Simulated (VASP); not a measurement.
# WS2 in VASP: further runs

WS2 is run at these levels: r2SCAN; tasks: single point.

Program: VASP 6.6.1. These are calculated values, not measurements. Logs are shortened: lines on timing, memory, paths and dates and some standing lists are left out, and cuts for length are marked.

### Step 1. The cell of the first run

The cell holds a slab with vacuum, 3 atoms: a = 3.181 Å, b = 3.181 Å, c = 17.459 Å, α = 90.00°, β = 90.00°, γ = 120.00°.

### Step 2. Single point, r2SCAN (strain along c alone, the other axes held: +3.0 %, then relaxed in part)

Contents of POSCAR:

```
WS2
1.0
    3.1810953945      0.0000000000      0.0000000000
   -1.5905476972      2.7549094235      0.0000000000
    0.0000000000      0.0000000000     17.4592621454
W S
1 2
Direct
    0.3333333333      0.6666666667      0.0000000000
    0.6666666667      0.3333333333      0.9107054325
    0.6666666667      0.3333333333      0.0892945675
```

Contents of INCAR.step1:

```
PREC     = Accurate       # precision mode
ENCUT    = 520            # plane-wave cutoff, eV
ISMEAR   = 0              # smearing method
SIGMA    = 0.02           # smearing width, eV
LREAL    = False          # projectors in reciprocal space
LASPH    = True           # aspherical terms in the spheres
NELM     = 80             # most SCF steps
NBANDS   = 20             # bands
GGA      = PE             # functional
ALGO     = Normal         # electronic algorithm
EDIFF    = 1E-4           # SCF threshold, eV
LWAVE    = True           # write WAVECAR
LCHARG   = False          # write CHGCAR
```

Contents of INCAR.step2:

```
PREC     = Accurate       # precision mode
ENCUT    = 520            # plane-wave cutoff, eV
EDIFF    = 1E-6           # SCF threshold, eV
ISMEAR   = 0              # smearing method
SIGMA    = 0.02           # smearing width, eV
LREAL    = False          # projectors in reciprocal space
LASPH    = True           # aspherical terms in the spheres
NELM     = 80             # most SCF steps
ALGO     = Normal         # electronic algorithm
ISIF     = 2              # what is computed and relaxed
LWAVE    = False          # write WAVECAR
LCHARG   = False          # write CHGCAR
METAGGA  = R2SCAN         # meta-GGA
LMIXTAU  = True         
NBANDS   = 20             # bands
ISTART   = 1
```

Contents of KPOINTS:

```
regular mesh
0
Gamma
  12 12 2
```

Potentials or basis: VASP PAW PBE potentials, release 64 (W_sv, S).

Run with:

```
$ cat potpaw_PBE.64/W_sv/POTCAR potpaw_PBE.64/S/POTCAR > POTCAR
$ cp INCAR.step1 INCAR
$ mpirun -np 1 vasp_std > vasp.out
$ cp INCAR.step2 INCAR
$ mpirun -np 1 vasp_std > vasp.out
```

OUTCAR:

```text
PREC = Accurate
   ENCUT = 520
   EDIFF = 1E-6
   ISMEAR = 0
   LREAL = False
   LASPH = True
   NELM = 80
   ISIF = 2
   METAGGA = R2SCAN
   ISTART = 1

 ion  position               nearest neighbor table
   1  0.333  0.667  0.000-   2 2.41   3 2.41   2 2.41   3 2.41   2 2.41   3 2.41
   2  0.667  0.333  0.911-   1 2.41   1 2.41   1 2.41
   3  0.667  0.333  0.089-   1 2.41   1 2.41   1 2.41

  LATTYP: Found a hexagonal cell.
 ALAT       =     3.1810953945
 C/A-ratio  =     5.4884434386

  Lattice vectors:

 A1 = (   3.1810953945,   0.0000000000,   0.0000000000)
 A2 = (  -1.5905476972,   2.7549094235,   0.0000000000)
 A3 = (   0.0000000000,   0.0000000000,  17.4592621454)

Analysis of symmetry for initial positions (statically):
=====================================================================
 Subroutine PRICEL returns:
 Original cell was already a primitive cell.

 Routine SETGRP: Setting up the symmetry group for a
 hexagonal supercell.

 Subroutine GETGRP returns: Found 12 space group operations
 (whereof 12 operations were pure point group operations)
 out of a pool of 24 trial point group operations.

The static configuration has the point symmetry D_3h.

Analysis of symmetry for dynamics (positions and initial velocities):
=====================================================================
 Subroutine PRICEL returns:
 Original cell was already a primitive cell.

 Routine SETGRP: Setting up the symmetry group for a
 hexagonal supercell.

 Subroutine GETGRP returns: Found 12 space group operations
 (whereof 12 operations were pure point group operations)
 out of a pool of 24 trial point group operations.

The dynamic configuration has the point symmetry D_3h.

 Subroutine INISYM returns: Found 12 space group operations
 (whereof 12 operations are pure point group operations),
 and found     1 'primitive' translations

----------------------------------------------------------------------------------------

                                     Primitive cell

  volume of cell :     153.0065

  direct lattice vectors                    reciprocal lattice vectors
     3.181095394  0.000000000  0.000000000     0.314357124  0.181494170  0.000000000
    -1.590547697  2.754909424  0.000000000     0.000000000  0.362988341  0.000000000
     0.000000000  0.000000000 17.459262145     0.000000000  0.000000000  0.057276189

  length of vectors
     3.181095394  3.181095394 17.459262145     0.362988341  0.362988341  0.057276189

  position of ions in fractional coordinates (direct lattice)
     0.333333333  0.666666667  0.000000000
     0.666666667  0.333333333  0.910705433
     0.666666667  0.333333333  0.089294567

  ion indices of the primitive-cell ions
   primitive index   ion index
                 1           1
                 2           2
                 3           3

----------------------------------------------------------------------------------------

 KPOINTS: regular mesh

Automatic generation of k-mesh.
 Grid dimensions read from file:
 generate k-points for:   12   12    2

 Generating k-lattice:

  Cartesian coordinates                     Fractional coordinates (reciprocal lattice)
     0.026196427  0.015124514  0.000000000     0.083333333  0.000000000  0.000000000
     0.000000000  0.030249028  0.000000000     0.000000000  0.083333333  0.000000000
     0.000000000  0.000000000  0.028638095     0.000000000  0.000000000  0.500000000

  Length of vectors
     0.030249028  0.030249028  0.028638095

  Shift w.r.t. Gamma in fractional coordinates (k-lattice)
     0.000000000  0.000000000  0.000000000

 Subroutine IBZKPT returns following result:
 ===========================================

 Found     38 irreducible k-points:

 Following reciprocal coordinates:
            Coordinates               Weight
  0.000000  0.000000  0.000000      1.000000
  0.083333  0.000000  0.000000      6.000000
  0.166667 -0.000000  0.000000      6.000000
  0.250000  0.000000  0.000000      6.000000
  0.333333  0.000000  0.000000      6.000000
  0.416667  0.000000  0.000000      6.000000
[... 16 lines left out ...]
  0.250000  0.000000  0.500000      6.000000
  0.333333  0.000000  0.500000      6.000000
 [... further k-points ...]
   k-points           NKPTS =     38   k-points in BZ     NKDIM =     38   number of bands    NBANDS=     20
   number of dos      NEDOS =    301   number of ions     NIONS =      3
   total plane-waves  NPLWV =  80640
   dimension x,y,z NGX =    24 NGY =   24 NGZ =  140
   dimension x,y,z NGXF=    48 NGYF=   48 NGZF=  280
   ions per type =               1   2
   NGX,Y,Z   is equivalent  to a cutoff of  12.54, 12.54, 13.33 a.u.
   NGXF,Y,Z  is equivalent  to a cutoff of  25.09, 25.09, 26.66 a.u.
 SYSTEM =  unknown system
   PREC   = accura    normal or accurate (medium, high low for compatibility)
   ISTART =      1    job   : 0-new  1-cont  2-samecut
   ICHARG =      0    charge: 1-file 2-atom 10-const
   ISPIN  =      1    spin polarized calculation?
   LNONCOLLINEAR =      F non collinear calculations
   LSORBIT =      F    spin-orbit coupling
   LASPH  =      T    aspherical Exc in radial PAW
   ENCUT  =  520.0 eV  38.22 Ry    6.18 a.u.   5.91  5.91 32.46*2*pi/ulx,y,z
   NELM   =     80;   NELMIN=  2; NELMDL=  0     # of ELM steps
   EDIFF  = 0.1E-05   stopping-criterion for ELM
   LREAL  =      F    real-space projection
   EDIFFG = 0.1E-04   stopping-criterion for IOM
   NSW    =      0    number of steps for IOM
   IBRION =     -1    ionic relax: 0-MD 1-quasi-New 2-CG
   NFREE  =      0    steps in history (QN), initial steepest desc. (CG)
   ISIF   =      2    stress and relaxation
   ISYM   =      2    0-nonsym 1-usesym 2-fastsym
   POTIM  = 0.5000    time-step for ionic-motion
   TEBEG  =    0.0;   TEEND  =   0.0 temperature during run
   PSTRESS=    0.0 pullay stress
   NELECT =      26.0000    total number of electrons
   NUPDOWN=      -1.0000    fix difference up-down
   EMIN   =  10.00;   EMAX   =-10.00  energy-range for DOS
   EFERMI =   0.00;   METHOD = LEGACY
   ISMEAR =     0;   SIGMA  =   0.02  broadening in eV -4-tet -1-fermi 0-gaus
   EFERMI_NEDOS =   21; number of points for ismear=-14 and -15
   IALGO  =     38    algorithm
   IMIX   =      4    mixing-type and parameters
     AMIX     =   0.40;   BMIX     =  1.00
     AMIX_MAG =   1.60;   BMIX_MAG =  1.00
  volume/ion in A,a.u.               =      51.00       344.18
  Fermi-wavevector in a.u.,A,eV,Ry     =   0.906768  1.713542 11.187083  0.822227
  Thomas-Fermi vector in A             =   2.030495
   LORBIT       =      0    0 simple, 1 ext, 2 COOP (PROOUT), +10 PAW based schemes
   METAGGA = R2SCAN    functional components
   LHFCALC =     F    Hartree Fock is set to
   AEXX    =    0.0000 exact exchange contribution
   IVDW    =     0    specifies the selected vdW correction
   LEPSILON=     F    determine dielectric tensor
   LRPA    =     F    only Hartree local field effects (RPA)
 non-spin polarized calculation
 Gauss-broadening in eV      SIGMA  =   0.02
  energy-cutoff  :      520.00
  volume of cell :      153.01
 maximum number of plane-waves:      4144
 NGX is ok and might be reduce to    24
   NGX = 11   NGY = 11   NGZ = 65

 number of electron      26.0000000 magnetization

 Free energy of the ion-electron system (eV)
  ---------------------------------------------------
  ext. energy  EPLUGINS =         0.00000000
  ---------------------------------------------------
  free energy    TOTEN  =       -70.04079898 eV

  energy without entropy =      -70.04079898  energy(sigma->0) =      -70.04079898

 E-fermi :  -1.3354     XC(G=0):  -4.4606

 val. band max:       -1.5139353150   @ k =   0.0000   0.0000   0.0000
 cond. band min:       0.3959669623   @ k =   0.3333   0.3333   0.5000
 fundamental gap:      1.9099022773
 Fermi energy:        -1.3353940435

 k-point     1 :       0.0000    0.0000    0.0000
  band No.  band energies     occupation
      1     -77.4837      2.00000
      2     -41.0715      2.00000
      3     -40.9177      2.00000
      4     -40.9177      2.00000
      5     -17.0139      2.00000
      6     -15.2739      2.00000
[... 12 lines left out ...]
     19       4.5265      0.00000
     20       4.6101      0.00000

 k-point     2 :       0.0833    0.0000    0.0000
  band No.  band energies     occupation
      1     -77.4824      2.00000
      2     -41.0670      2.00000
      3     -40.9423      2.00000
      4     -40.9234      2.00000
      5     -16.8947      2.00000
      6     -15.2317      2.00000
[... 12 lines left out ...]
     19       4.7475      0.00000
     20       4.9171      0.00000

 k-point     3 :       0.1667   -0.0000    0.0000
  band No.  band energies     occupation
      1     -77.4788      2.00000
      2     -41.0546      2.00000
      3     -41.0089      2.00000
      4     -40.9389      2.00000
      5     -16.5554      2.00000
      6     -15.1119      2.00000
[... 12 lines left out ...]
     19       5.1473      0.00000
     20       5.7644      0.00000

 k-point     4 :       0.2500    0.0000    0.0000
  band No.  band energies     occupation
      1     -77.4740      2.00000
      2     -41.0987      2.00000
      3     -41.0377      2.00000
      4     -40.9600      2.00000
      5     -16.0524      2.00000
      6     -14.9365      2.00000
[... 12 lines left out ...]
     19       5.7629      0.00000
     20       6.2892      0.00000

 k-point     5 :       0.3333    0.0000    0.0000
  band No.  band energies     occupation
      1     -77.4692      2.00000
      2     -41.1872      2.00000
      3     -41.0207      2.00000
      4     -40.9810      2.00000
      5     -15.4853      2.00000
      6     -14.7445      2.00000
[... 12 lines left out ...]
     19       6.3304      0.00000
     20       6.3900      0.00000
[... 353 lines left out ...]
      6     -15.2317      2.00000
[... 12 lines left out ...]
     19       4.4877      0.00000
     20       5.1271      0.00000

 k-point    22 :       0.1667   -0.0000    0.5000
  band No.  band energies     occupation
      1     -77.4788      2.00000
      2     -41.0546      2.00000
      3     -41.0089      2.00000
      4     -40.9389      2.00000
      5     -16.5554      2.00000
      6     -15.1119      2.00000
[... 12 lines left out ...]
     19       5.0132      0.00000
     20       6.1167      0.00000

 k-point    23 :       0.2500    0.0000    0.5000
  band No.  band energies     occupation
      1     -77.4740      2.00000
      2     -41.0987      2.00000
      3     -41.0377      2.00000
      4     -40.9600      2.00000
      5     -16.0524      2.00000
      6     -14.9365      2.00000
[... 12 lines left out ...]
     19       5.5683      0.00000
     20       6.6731      0.00000

 k-point    24 :       0.3333    0.0000    0.5000
  band No.  band energies     occupation
      1     -77.4692      2.00000
      2     -41.1872      2.00000
      3     -41.0207      2.00000
      4     -40.9810      2.00000
      5     -15.4853      2.00000
      6     -14.7445      2.00000
[... 12 lines left out ...]
     19       6.2837      0.00000
     20       6.4348      0.00000

 [... further k-points ...]

------------------------ aborting loop because EDIFF is reached ----------------------------------------

  FORCE on cell =-STRESS in cart. coord.  units (eV):
  Direction    XX          YY          ZZ          XY          YZ          ZX
  --------------------------------------------------------------------------------------
  -------------------------------------------------------------------------------------
  Total        0.0791349      0.0791349      0.0489488      0.0000000     -0.0000000     -0.0000000
  in kB        0.8286450      0.8286450      0.5125581      0.0000000     -0.0000000     -0.0000000
  external PRESSURE =       0.7232827 kB  Pullay stress =       0.0000000 kB

 VOLUME and BASIS-vectors are now :
 -----------------------------------------------------------------------------
  energy-cutoff  :      520.00
  volume of cell :      153.01
      direct lattice vectors                 reciprocal lattice vectors
     3.181095394  0.000000000  0.000000000     0.314357124  0.181494170  0.000000000
    -1.590547697  2.754909424  0.000000000     0.000000000  0.362988341  0.000000000
     0.000000000  0.000000000 17.459262145     0.000000000  0.000000000  0.057276189

 POSITION                                       TOTAL-FORCE (eV/Angst)
 -----------------------------------------------------------------------------------
     -0.00000      1.83661      0.00000        -0.000000     -0.000000      0.000000
      1.59055      0.91830     15.90024         0.000000     -0.000000     -0.024467
      1.59055      0.91830      1.55902        -0.000000      0.000000      0.024467
 -----------------------------------------------------------------------------------
    total drift:                               -0.000000      0.000000     -0.000000

  FREE ENERGIE OF THE ION-ELECTRON SYSTEM (eV)
  ---------------------------------------------------
  free  energy   TOTEN  =       -70.0407989821 eV

  energy  without entropy=      -70.0407989821  energy(sigma->0) =      -70.04079898
```

Run time: 3.8 min. Hardware: 1 thread of Intel Xeon 6975P-C (Granite Rapids), shared host; peak memory 0.36 GiB.

What came out:

* Free energy: -70.0408 eV
* Largest force: 0.024 eV/Å
* Band gap on the k mesh: 1.91 eV (least direct gap 1.93 eV)

Forces in eV/Å, atoms in the order of the input:
```
W    0.000  0.000  0.000
S    0.000  0.000 -0.024
S    0.000  0.000  0.024
```

Levels at points of the mesh, in eV from the valence-band top:
| k point | band 9 | band 10 | band 11 | band 12 | band 13 | band 14 | band 15 | band 16 | band 17 | band 18 |
| --- | --- | --- | --- | --- | --- | --- | --- | --- | --- | --- |
| (0.00, 0.00, 0.00) | -3.07 | -2.23 | -1.78 | -1.78 | 0.00 | 3.08 | 3.08 | 3.23 | 3.23 | 5.58 |
| (0.50, 0.00, 0.00) | -4.65 | -3.64 | -2.27 | -1.43 | -0.98 | 3.00 | 3.47 | 4.41 | 5.01 | 5.55 |
| (0.00, 0.00, 0.50) | -3.07 | -2.23 | -1.78 | -1.78 | 0.00 | 3.08 | 3.08 | 3.23 | 3.23 | 5.65 |
| (0.50, 0.00, 0.50) | -4.65 | -3.64 | -2.27 | -1.43 | -0.98 | 3.00 | 3.47 | 4.41 | 5.01 | 5.55 |

Caveat: the cell differs from its parent crystal (strain along c alone, the other axes held: +3.0 %, then relaxed in part); the PAW data sets were made with another functional, which shifts forces and pressure a little; spin-orbit coupling is left out, which moves the levels of the heavy elements.

### Step 3. Single point, r2SCAN (strain along c alone, the other axes held: +4.5 %, then relaxed in part)

Contents of POSCAR:

```
WS2
1.0
    3.1810953945      0.0000000000      0.0000000000
   -1.5905476972      2.7549094235      0.0000000000
    0.0000000000      0.0000000000     17.7135232446
W S
1 2
Direct
    0.3333333333      0.6666666667      0.0000000000
    0.6666666667      0.3333333333      0.9119869470
    0.6666666667      0.3333333333      0.0880130530
```

Contents of INCAR.step1:

```
ALGO = Normal
EDIFF = 1E-4
ENCUT = 520
GGA = PE
ISMEAR = 0
LASPH = True
LCHARG = False
LREAL = False
LWAVE = True
NBANDS = 20
NELM = 80
PREC = Accurate
SIGMA = 0.02
```

Contents of INCAR.step2:

```
ALGO = Normal
EDIFF = 1E-6
ENCUT = 520
ISIF = 2
ISMEAR = 0
ISTART = 1
LASPH = True
LCHARG = False
LMIXTAU = True
LREAL = False
LWAVE = False
METAGGA = R2SCAN
NBANDS = 20
NELM = 80
PREC = Accurate
SIGMA = 0.02
```

Contents of KPOINTS:

```
k-points
0
Gamma
  12 12 2
```

Potentials or basis: VASP PAW PBE potentials, release 64 (W_sv, S).

Run with:

```
$ cat potpaw_PBE.64/W_sv/POTCAR potpaw_PBE.64/S/POTCAR > POTCAR
$ cp INCAR.step1 INCAR
$ mpirun -np 1 vasp_std > vasp.out
$ cp INCAR.step2 INCAR
$ mpirun -np 1 vasp_std > vasp.out
```

Wall time 4.1 min (1 thread of Intel Xeon 6975P-C (Granite Rapids), shared host); peak memory 0.36 GiB.

The run converged. Its results:

| Item | Value |
| --- | --- |
| Free energy | -70.0407 eV |
| Largest force | 0.026 eV/Å |
| Band gap on the k mesh | 1.91 eV (least direct gap 1.93 eV) |

Forces on the atoms (eV/Å):
```
W    0.000  0.000  0.000
S    0.000  0.000 -0.026
S    0.000  0.000  0.026
```

Levels at points of the mesh, in eV from the valence-band top:
```csv
k point,band 9,band 10,band 11,band 12,band 13,band 14,band 15,band 16,band 17,band 18
"(0.00, 0.00, 0.00)",-3.07,-2.23,-1.78,-1.78,0.00,3.08,3.08,3.23,3.23,5.58
"(0.50, 0.00, 0.00)",-4.65,-3.64,-2.27,-1.43,-0.98,3.00,3.47,4.41,5.01,5.55
"(0.00, 0.00, 0.50)",-3.07,-2.23,-1.78,-1.78,0.00,3.08,3.08,3.23,3.23,5.64
"(0.50, 0.00, 0.50)",-4.65,-3.64,-2.27,-1.43,-0.98,3.00,3.47,4.41,5.01,5.55
```

Caveat: the cell differs from its parent crystal (strain along c alone, the other axes held: +4.5 %, then relaxed in part); the PAW data sets were made with another functional, which shifts forces and pressure a little; spin-orbit coupling is left out, which moves the levels of the heavy elements.

### Step 4. Single point, r2SCAN

This run uses another cell than the first one.

POSCAR is that of step 3.

Contents of INCAR.step1:

```
SYSTEM = WS2
ALGO = Normal
EDIFF = 1E-4
ENCUT = 520
GGA = PE
ISMEAR = 0
LASPH = .TRUE.
LCHARG = .FALSE.
LREAL = .FALSE.
LWAVE = .TRUE.
NBANDS = 20
NELM = 100
PREC = Accurate
SIGMA = 0.02
```

Contents of INCAR.step2:

```
SYSTEM = WS2
ALGO = Normal
EDIFF = 1E-7
ENCUT = 520
ISIF = 2
ISMEAR = 0
ISTART = 1
LASPH = .TRUE.
LCHARG = .TRUE.
LELF = .TRUE.
LMIXTAU = .TRUE.
LREAL = .FALSE.
LVHAR = .TRUE.
LWAVE = .FALSE.
METAGGA = R2SCAN
NBANDS = 20
NELM = 100
PREC = Accurate
SIGMA = 0.02
```

Contents of KPOINTS:

```
k-points
0
G
  12 12 2
  0 0 0
```

Run with:

```
$ cat potpaw_PBE.64/W_sv/POTCAR potpaw_PBE.64/S/POTCAR > POTCAR
$ cp INCAR.step1 INCAR
$ mpirun -np 1 vasp_std > vasp.out
$ cp INCAR.step2 INCAR
$ mpirun -np 1 vasp_std > vasp.out
```

Wall time 4.6 min (1 thread of Intel Xeon 6975P-C (Granite Rapids), shared host); peak memory 0.36 GiB.

Results (log left out):

```yaml
Free_energy: -70.0407 eV
Largest_force: 0.026 eV/Å
Band_gap_on_the_k_mesh: 1.91 eV (least direct gap 1.93 eV)
```

Forces on the atoms (eV/Å):
```
W    0.000  0.000  0.000
S    0.000  0.000 -0.026
S    0.000  0.000  0.026
```

Levels at points of the mesh, in eV from the valence-band top:
```tsv
k point	band 9	band 10	band 11	band 12	band 13	band 14	band 15	band 16	band 17	band 18
(0.00, 0.00, 0.00)	-3.07	-2.23	-1.78	-1.78	0.00	3.08	3.08	3.23	3.23	5.58
(0.50, 0.00, 0.00)	-4.65	-3.64	-2.27	-1.43	-0.98	3.00	3.47	4.41	5.01	5.55
(0.00, 0.00, 0.50)	-3.07	-2.23	-1.78	-1.78	0.00	3.08	3.08	3.23	3.23	5.64
(0.50, 0.00, 0.50)	-4.65	-3.64	-2.27	-1.43	-0.98	3.00	3.47	4.41	5.01	5.55
```

Caveat: the PAW data sets were made with another functional, which shifts forces and pressure a little; spin-orbit coupling is left out, which moves the levels of the heavy elements.
